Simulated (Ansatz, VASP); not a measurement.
## TeW: VASP beside Ansatz

```
CELL_PARAMETERS angstrom
0.00000 2.91755 2.91755
2.91755 0.00000 2.91755
2.91755 2.91755 0.00000
ATOMIC_POSITIONS crystal
Te 0.00000 0.00000 0.00000
W 0.50000 0.50000 0.50000
```

Alike in both runs: task single point; functional PBE; k mesh 6 × 6 × 6; occupations gaussian, width 0.1 eV; no spin polarisation.

|  | VASP | Ansatz |
| --- | --- | --- |
| version | VASP 6.6.1 | Ansatz 0.2.0 |
| potentials or method | VASP PAW PBE potentials, release 64 (Te, W_sv), cutoff 500 eV | scalar-relativistic, plane waves, PAW |
| valence electrons in the cell | 20 | 30 |

|  | VASP | Ansatz | Ansatz less VASP |
| --- | --- | --- | --- |
| gap on the k mesh at the Fermi level (eV) | none | none | - |
| pressure (GPa) | -11.3 | -11.3 | +0.02 |

A gap of «none» marks a metal or a gap that the smearing closes. VASP's potentials hold 20 valence electrons a cell and Ansatz's 30, so a difference there can come from the potentials and not from the codes.

Spin-orbit coupling is off throughout.
